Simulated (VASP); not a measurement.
# Al (a cell with a defect) in VASP: single point with LDA

Aim: the single point of Al (a cell with a defect) with LDA.

Program: VASP 6.6.1. These are calculated values, not measurements. Logs are shortened: lines on timing, memory, paths and dates and some standing lists are left out, and cuts for length are marked.

## (1) The cell of the first run

The cell holds a defect, 33 atoms: a = 8.100 Å, b = 8.100 Å, c = 8.100 Å, α = 90.00°, β = 90.00°, γ = 90.00°.

## (2) Single point, LDA

File INCAR:

```
PREC     = Accurate       # precision mode
ENCUT    = 520            # plane-wave cutoff, eV
EDIFF    = 1E-6           # SCF threshold, eV
ISMEAR   = -1             # smearing method
SIGMA    = 0.15           # smearing width, eV
LREAL    = Auto         
LASPH    = True           # aspherical terms in the spheres
NELM     = 100            # most SCF steps
ALGO     = Normal         # electronic algorithm
ISIF     = 2              # what is computed and relaxed
LWAVE    = False          # write WAVECAR
LCHARG   = False          # write CHGCAR
NBANDS   = 72             # bands
```

File KPOINTS:

```
Automatic mesh
0
Gamma
  2 2 2
```

File POSCAR:

```
Al
1.0
    8.1000000000      0.0000000000      0.0000000000
    0.0000000000      8.1000000000      0.0000000000
    0.0000000000      0.0000000000      8.1000000000
Al
33
Direct
    0.5069395256      0.0133681630     -0.0041159127
    0.7354620519      0.2400169592     -0.0040617900
    0.7499251751     -0.0005535064      0.2501830919
   -0.0008219601      0.0335866630      0.0001713829
    0.2659713862      0.2420646465     -0.0042315295
    0.5069887450      0.4855620828     -0.0037500100
    0.7109995047      0.7533890798      0.0005551967
    0.2551130537     -0.0029484565      0.2471732898
    0.5007520249      0.2496934803      0.2518471062
    0.7540038838      0.4954244444      0.2460159181
    0.5019047680      0.0020236511      0.4979130217
    0.7480254137      0.2493328895      0.4987241411
    0.7524894269     -0.0026264420      0.7446268965
   -0.0042169038      0.4183308859      0.0030307583
    0.3232416647      0.7551929316      0.0006138451
    0.0042200473      0.2399421566      0.2641429752
    0.2470379789      0.5022493829      0.2389475023
    0.5074754038      0.7451316521      0.2620085572
    0.0042103453      0.0128245934      0.4938753247
    0.2569623071      0.2510051684      0.4987749589
    0.5003631031      0.4938603386      0.4990638520
    0.7381552261      0.7452047582      0.4934227694
    0.2518802380     -0.0058829015      0.7482096588
    0.5007753503      0.2508718486      0.7426909947
    0.7596235055      0.5009423750      0.7517140655
   -0.0014178011      0.7536031050      0.2909163671
    0.0036144172      0.4855521173      0.4933262156
    0.2659749715      0.7463172345      0.4929430166
    0.0042084073      0.2419336779      0.7335454916
    0.2422478878      0.5075529373      0.7578669133
    0.5075313648      0.7461972703      0.7335539664
   -0.0011303169      0.7544863040      0.6795056832
    0.0222495036      0.7185558090      0.9809228814
```

Potentials or basis: VASP PAW LDA potentials, release 64 (Al).

Command:

```console
$ cat potpaw_LDA.64/Al/POTCAR > POTCAR
$ mpirun -np 1 vasp_std > vasp.out
```

OUTCAR:

```text
PREC = Accurate
   ENCUT = 520
   EDIFF = 1E-6
   ISMEAR = -1
   LREAL = Auto
   LASPH = True
   NELM = 100
   ISIF = 2

 ion  position               nearest neighbor table
   1  0.507  0.013  0.996-  15 2.57   2 2.61   7 2.68   5 2.69  24 2.81   9 2.82  13 2.85   3 2.85
                            23 2.88   8 2.88  31 3.03  18 3.06
   2  0.735  0.240  0.996-  14 2.56   1 2.61   4 2.71   6 2.72  24 2.80   9 2.81  13 2.83   3 2.84
                            10 2.90  25 2.90  29 3.04  16 3.08
   3  0.750  0.999  0.250-  16 2.84   2 2.84  11 2.84  18 2.85   1 2.85  26 2.85  22 2.85  12 2.85
                            19 2.85   7 2.86   9 2.86   4 2.87
   4  0.999  0.034  0.000-  33 2.56   2 2.71  16 2.71  29 2.74   5 2.74   3 2.87  13 2.89   8 2.90
                            23 2.91  14 3.12   7 3.26  26 3.27
   5  0.266  0.242  0.996-  14 2.61   1 2.69   4 2.74   6 2.78  24 2.80   9 2.81  23 2.84   8 2.84
                            17 2.89  30 2.89  29 3.00  16 3.04
   6  0.507  0.486  0.996-  15 2.64   2 2.72   7 2.73   5 2.78  24 2.80   9 2.82  10 2.85  25 2.85
                            17 2.88  30 2.89  31 3.00  18 3.01
   7  0.711  0.753  0.001-  33 2.54   1 2.68  18 2.68  31 2.72   6 2.73   3 2.86  13 2.88  25 2.90
                            10 2.91  15 3.14   4 3.26  26 3.31
   8  0.255  0.997  0.247-  16 2.83   5 2.84  28 2.85  11 2.85  15 2.85  19 2.85   9 2.85   1 2.88
                            26 2.89  18 2.89  20 2.90   4 2.90
   9  0.501  0.250  0.252-  20 2.81   2 2.81  21 2.81   5 2.81   6 2.82   1 2.82  11 2.83  12 2.83
[... 35 lines left out ...]
  27  0.004  0.486  0.493-  32 2.65  26 2.72  16 2.72  29 2.77  20 2.80  12 2.82  10 2.85  17 2.86
                            25 2.88  30 2.89  28 3.00  22 3.01
  28  0.266  0.746  0.493-  32 2.64  18 2.71  26 2.72  31 2.76  21 2.79  11 2.82   8 2.85  17 2.86
                            23 2.88  30 2.90  27 3.00  19 3.03
  29  0.004  0.242  0.734-  14 2.61  19 2.69   4 2.74  27 2.77  20 2.80  12 2.82  23 2.84  13 2.84
                            25 2.89  30 2.90   5 3.00   2 3.04
  30  0.242  0.508  0.758-  32 2.88  15 2.88   6 2.89  27 2.89   5 2.89  28 2.90  29 2.90  31 2.90
                            14 2.91  24 2.95  20 2.96  21 2.96  33 3.06
  31  0.508  0.746  0.734-  15 2.63  22 2.70   7 2.72  28 2.76  21 2.79  11 2.82  13 2.84  25 2.85
                            23 2.89  30 2.90   6 3.00   1 3.03
  32  0.999  0.754  0.680-  33 2.47  19 2.58  22 2.60  28 2.64  27 2.65  13 2.85  23 2.88  30 2.88
                            25 2.88  26 3.15
  33  0.022  0.719  0.981-  14 2.45  15 2.46  32 2.47  26 2.53   7 2.54   4 2.56  30 3.06  17 3.28
                            25 3.33

  LATTYP: Found a simple cubic cell.
 ALAT       =     8.1000000000

  Lattice vectors:

 A1 = (   8.1000000000,   0.0000000000,   0.0000000000)
 A2 = (   0.0000000000,   8.1000000000,   0.0000000000)
 A3 = (   0.0000000000,   0.0000000000,   8.1000000000)

Analysis of symmetry for initial positions (statically):
=====================================================================
 Subroutine PRICEL returns:
 Original cell was already a primitive cell.

 Routine SETGRP: Setting up the symmetry group for a
 simple cubic supercell.

 Subroutine GETGRP returns: Found  1 space group operations
 (whereof  1 operations were pure point group operations)
 out of a pool of 48 trial point group operations.

The static configuration has the point symmetry C_1 .

Analysis of symmetry for dynamics (positions and initial velocities):
=====================================================================
 Subroutine PRICEL returns:
 Original cell was already a primitive cell.

 Routine SETGRP: Setting up the symmetry group for a
 simple cubic supercell.

 Subroutine GETGRP returns: Found  1 space group operations
 (whereof  1 operations were pure point group operations)
 out of a pool of 48 trial point group operations.

The dynamic configuration has the point symmetry C_1 .

 Subroutine INISYM returns: Found  1 space group operations
 (whereof  1 operations are pure point group operations),
 and found     1 'primitive' translations

----------------------------------------------------------------------------------------

                                     Primitive cell

  volume of cell :     531.4410

  direct lattice vectors                    reciprocal lattice vectors
     8.100000000  0.000000000  0.000000000     0.123456790  0.000000000  0.000000000
     0.000000000  8.100000000  0.000000000     0.000000000  0.123456790  0.000000000
     0.000000000  0.000000000  8.100000000     0.000000000  0.000000000  0.123456790

  length of vectors
     8.100000000  8.100000000  8.100000000     0.123456790  0.123456790  0.123456790

[... 82 lines left out ...]
     0.061728395  0.000000000  0.000000000     0.500000000  0.000000000  0.000000000
     0.000000000  0.061728395  0.000000000     0.000000000  0.500000000  0.000000000
     0.000000000  0.000000000  0.061728395     0.000000000  0.000000000  0.500000000

  Length of vectors
     0.061728395  0.061728395  0.061728395

  Shift w.r.t. Gamma in fractional coordinates (k-lattice)
     0.000000000  0.000000000  0.000000000

 Subroutine IBZKPT returns following result:
 ===========================================

 Found      8 irreducible k-points:

 Following reciprocal coordinates:
            Coordinates               Weight
  0.000000  0.000000  0.000000      1.000000
  0.500000  0.000000  0.000000      1.000000
  0.000000  0.500000  0.000000      1.000000
  0.000000  0.000000  0.500000      1.000000
  0.500000  0.500000  0.000000      1.000000
  0.000000  0.500000  0.500000      1.000000
  0.500000  0.000000  0.500000      1.000000
  0.500000  0.500000  0.500000      1.000000
   k-points           NKPTS =      8   k-points in BZ     NKDIM =      8   number of bands    NBANDS=     72
   number of dos      NEDOS =    301   number of ions     NIONS =     33
   total plane-waves  NPLWV = 216000
   dimension x,y,z NGX =    60 NGY =   60 NGZ =   60
   dimension x,y,z NGXF=   120 NGYF=  120 NGZF=  120
   ions per type =              33
   NGX,Y,Z   is equivalent  to a cutoff of  12.31, 12.31, 12.31 a.u.
   NGXF,Y,Z  is equivalent  to a cutoff of  24.63, 24.63, 24.63 a.u.
 SYSTEM =  unknown system
   PREC   = accura    normal or accurate (medium, high low for compatibility)
   ISTART =      0    job   : 0-new  1-cont  2-samecut
   ICHARG =      2    charge: 1-file 2-atom 10-const
   ISPIN  =      1    spin polarized calculation?
   LNONCOLLINEAR =      F non collinear calculations
   LSORBIT =      F    spin-orbit coupling
   LASPH  =      T    aspherical Exc in radial PAW
   ENCUT  =  520.0 eV  38.22 Ry    6.18 a.u.  15.06 15.06 15.06*2*pi/ulx,y,z
   NELM   =    100;   NELMIN=  2; NELMDL= -5     # of ELM steps
   EDIFF  = 0.1E-05   stopping-criterion for ELM
   LREAL  =      T    real-space projection
   EDIFFG = 0.1E-04   stopping-criterion for IOM
   NSW    =      0    number of steps for IOM
   IBRION =     -1    ionic relax: 0-MD 1-quasi-New 2-CG
   NFREE  =      0    steps in history (QN), initial steepest desc. (CG)
   ISIF   =      2    stress and relaxation
   ISYM   =      2    0-nonsym 1-usesym 2-fastsym
   POTIM  = 0.5000    time-step for ionic-motion
   TEBEG  =    0.0;   TEEND  =   0.0 temperature during run
   PSTRESS=    0.0 pullay stress
   NELECT =      99.0000    total number of electrons
   NUPDOWN=      -1.0000    fix difference up-down
   EMIN   =  10.00;   EMAX   =-10.00  energy-range for DOS
   EFERMI =   0.00;   METHOD = LEGACY
   ISMEAR =    -1;   SIGMA  =   0.15  broadening in eV -4-tet -1-fermi 0-gaus
   EFERMI_NEDOS =   21; number of points for ismear=-14 and -15
   IALGO  =     38    algorithm
   IMIX   =      4    mixing-type and parameters
     AMIX     =   0.40;   BMIX     =  1.00
     AMIX_MAG =   1.60;   BMIX_MAG =  1.00
  volume/ion in A,a.u.               =      16.10       108.68
  Fermi-wavevector in a.u.,A,eV,Ry     =   0.934978  1.766853 11.894002  0.874184
  Thomas-Fermi vector in A             =   2.061839
   LORBIT       =      0    0 simple, 1 ext, 2 COOP (PROOUT), +10 PAW based schemes
   GGA     = CA    functional components
   LHFCALC =     F    Hartree Fock is set to
   AEXX    =    0.0000 exact exchange contribution
   IVDW    =     0    specifies the selected vdW correction
   LEPSILON=     F    determine dielectric tensor
   LRPA    =     F    only Hartree local field effects (RPA)
 non-spin polarized calculation
  energy-cutoff  :      520.00
  volume of cell :      531.44
 maximum number of plane-waves:     14400
   NGX = 31   NGY = 31   NGZ = 31

 number of electron      99.0000000 magnetization

 Free energy of the ion-electron system (eV)
  ---------------------------------------------------
  ext. energy  EPLUGINS =         0.00000000
  ---------------------------------------------------
  free energy    TOTEN  =      -136.88836007 eV

  energy without entropy =     -136.19620810  energy(sigma->0) =     -136.54228409

 E-fermi :   7.7719     XC(G=0): -10.4209

 val. band max:        7.7487500202   @ k =   0.0000   0.5000   0.0000
 cond. band min:       7.9667806749   @ k =   0.0000   0.0000   0.0000
 fundamental gap:      0.2180306548
 Fermi energy:         7.7719202144

 k-point     1 :       0.0000    0.0000    0.0000
  band No.  band energies     occupation
      1      -3.2561      2.00000
      2      -1.2639      2.00000
      3      -1.2560      2.00000
      4      -0.9987      2.00000
      5      -0.8746      2.00000
      6      -0.8725      2.00000
[... 501 lines left out ...]
     60      10.9240      0.00000
     61      10.9579      0.00000
 [bands above 61 left out]

------------------------ aborting loop because EDIFF is reached ----------------------------------------

  FORCE on cell =-STRESS in cart. coord.  units (eV):
  Direction    XX          YY          ZZ          XY          YZ          ZX
  --------------------------------------------------------------------------------------
  -------------------------------------------------------------------------------------
  Total        3.5243479      3.7039964      3.4758004      0.5606123     -0.4373888      0.1263094
  in kB       10.6251312     11.1667316     10.4787712      1.6901223     -1.3186307      0.3807949
  external PRESSURE =      10.7568780 kB  Pullay stress =       0.0000000 kB

 VOLUME and BASIS-vectors are now :
 -----------------------------------------------------------------------------
  energy-cutoff  :      520.00
  volume of cell :      531.44
      direct lattice vectors                 reciprocal lattice vectors
     8.100000000  0.000000000  0.000000000     0.123456790  0.000000000  0.000000000
     0.000000000  8.100000000  0.000000000     0.000000000  0.123456790  0.000000000
     0.000000000  0.000000000  8.100000000     0.000000000  0.000000000  0.123456790

 POSITION                                       TOTAL-FORCE (eV/Angst)
 -----------------------------------------------------------------------------------
      4.10621      0.10828      8.06666        -0.013148     -0.007797      0.000147
      5.95724      1.94414      8.06710         0.016435      0.020111     -0.001484
      6.07439      8.09552      2.02648        -0.007091      0.013695      0.003944
      8.09334      0.27205      0.00139         0.007314      0.040405     -0.004649
      2.15437      1.96072      8.06572         0.011796     -0.006089      0.008093
      4.10661      3.93305      8.06962        -0.002731     -0.007949      0.000455
[... 25 lines left out ...]
      8.09084      6.11134      5.50400         0.012360     -0.028431      0.019927
      0.18022      5.82030      7.94548        -0.037072      0.020678      0.040414
 -----------------------------------------------------------------------------------
    total drift:                                0.000769     -0.007125     -0.001365

  FREE ENERGIE OF THE ION-ELECTRON SYSTEM (eV)
  ---------------------------------------------------
  free  energy   TOTEN  =      -136.8883600676 eV

  energy  without entropy=     -136.1962081045  energy(sigma->0) =     -136.54228409
```

Wall time 5 min (1 thread of Intel Xeon Platinum 8488C (Sapphire Rapids), shared host); peak memory 0.46 GiB.

Results:

- Free energy: -136.8884 eV
- Pressure: 1.1 GPa
- Largest force: 0.098 eV/Å
- Band gap on the k mesh: zero (an odd number of electrons rules out a gap without spin polarisation)

Forces in eV/Å, atoms in the order of the input:
```
Al  -0.013 -0.008  0.000
Al   0.016  0.020 -0.001
Al  -0.007  0.014  0.004
Al   0.007  0.040 -0.005
Al   0.012 -0.006  0.008
Al  -0.003 -0.008  0.000
Al  -0.021 -0.011 -0.006
Al  -0.004 -0.002 -0.004
Al  -0.003  0.004 -0.010
Al   0.008  0.017 -0.008
Al  -0.008 -0.006  0.005
Al   0.009  0.007  0.003
Al   0.003  0.001  0.004
Al   0.056  0.062 -0.052
Al  -0.034 -0.042 -0.016
Al   0.000  0.017 -0.012
Al   0.005 -0.004  0.003
Al  -0.004  0.001  0.007
Al   0.002 -0.002  0.010
Al  -0.001 -0.014 -0.006
Al   0.011 -0.002 -0.009
Al  -0.007 -0.002  0.002
Al  -0.003 -0.013  0.004
Al   0.006 -0.013  0.004
Al   0.001  0.000 -0.002
Al   0.008 -0.013  0.020
Al   0.002 -0.005  0.005
Al  -0.002 -0.005  0.010
Al  -0.008 -0.005 -0.011
Al   0.006 -0.012 -0.006
Al  -0.009 -0.003  0.000
Al   0.012 -0.028  0.020
Al  -0.037  0.021  0.040
```

Levels at points of the mesh, in eV from the Fermi level:
| k point | band 46 | band 47 | band 48 | band 49 | band 50 | band 51 | band 52 | band 53 |
| --- | --- | --- | --- | --- | --- | --- | --- | --- |
| (0.00, 0.00, 0.00) | -0.16 | -0.16 | 0.19 | 0.49 | 0.50 | 0.52 | 0.62 | 0.67 |
| (0.50, 0.00, 0.00) | -0.42 | -0.40 | -0.34 | -0.29 | -0.21 | -0.03 | 0.21 | 0.57 |
| (0.00, 0.50, 0.00) | -0.42 | -0.40 | -0.36 | -0.31 | -0.21 | -0.02 | 0.21 | 0.58 |
| (0.00, 0.00, 0.50) | -0.41 | -0.40 | -0.35 | -0.28 | -0.21 | -0.03 | 0.21 | 0.57 |
| (0.50, 0.50, 0.00) | -0.54 | -0.52 | -0.41 | 0.51 | 0.52 | 0.76 | 0.83 | 0.97 |
| (0.00, 0.50, 0.50) | -0.54 | -0.52 | -0.41 | 0.51 | 0.52 | 0.76 | 0.83 | 0.97 |
| (0.50, 0.00, 0.50) | -0.53 | -0.52 | -0.41 | 0.50 | 0.51 | 0.76 | 0.84 | 0.98 |
| (0.50, 0.50, 0.50) | -0.77 | -0.70 | -0.68 | -0.66 | -0.58 | -0.56 | -0.55 | -0.51 |

Caveat: the k points lie up to 0.39 Å⁻¹ apart, too coarse for converged energies and pressures of a metal.

The gap in the log of VASP goes by the Fermi energy; the results here count the filled bands.